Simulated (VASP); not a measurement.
Input of a VASP 6.6.1 run:

The input INCAR:

```
SYSTEM = CdF2
ALGO     = Normal         ! electronic algorithm
EDIFF    = 1E-6           ! SCF threshold, eV
ENCUT    = 700            ! plane-wave cutoff, eV
GGA      = PS             ! functional
GGA_COMPAT= .False.      
ISIF     = 2              ! what is computed and relaxed
ISMEAR   = 0              ! smearing method
LASPH    = .True.         ! aspherical terms in the spheres
LCHARG   = .False.        ! write CHGCAR
LREAL    = .False.        ! projectors in reciprocal space
LWAVE    = .False.        ! write WAVECAR
NBANDS   = 24             ! bands
NELM     = 120            ! most SCF steps
PREC     = Accurate       ! precision mode
SIGMA    = 0.01           ! smearing width, eV
```

File KPOINTS:

```
k-points
0
Gamma
  8 8 8
  0 0 0
```

File POSCAR:

```
CdF2
1.0
    2.6761690194      2.6761690194      0.0000000000
   -2.6761690194      2.6761690194      0.0000000000
    0.0000000000      2.6761690194      2.6761690194
Cd F
1 2
Direct
    0.0000000000      0.0000000000      0.0000000000
    0.2500000000      0.7500000000      0.5000000000
    0.7500000000      0.2500000000      0.5000000000
```

Potentials or basis: VASP PAW PBE potentials, release 64 (Cd_sv_GW, F).

Run with:

```console
$ cat potpaw_PBE.64/Cd_sv_GW/POTCAR potpaw_PBE.64/F/POTCAR > POTCAR
$ mpirun -np 1 vasp_std > vasp.out
```

**Question.** What does it give for the band gap on the k mesh?

**Answer.** 2.99 eV (least direct gap 3.46 eV).

**Question.** What does it give for the pressure?

**Answer.** 1.6 GPa.

Caveat: the PAW data sets were made with another functional, which shifts forces and pressure a little. A k mesh can miss the band edges.
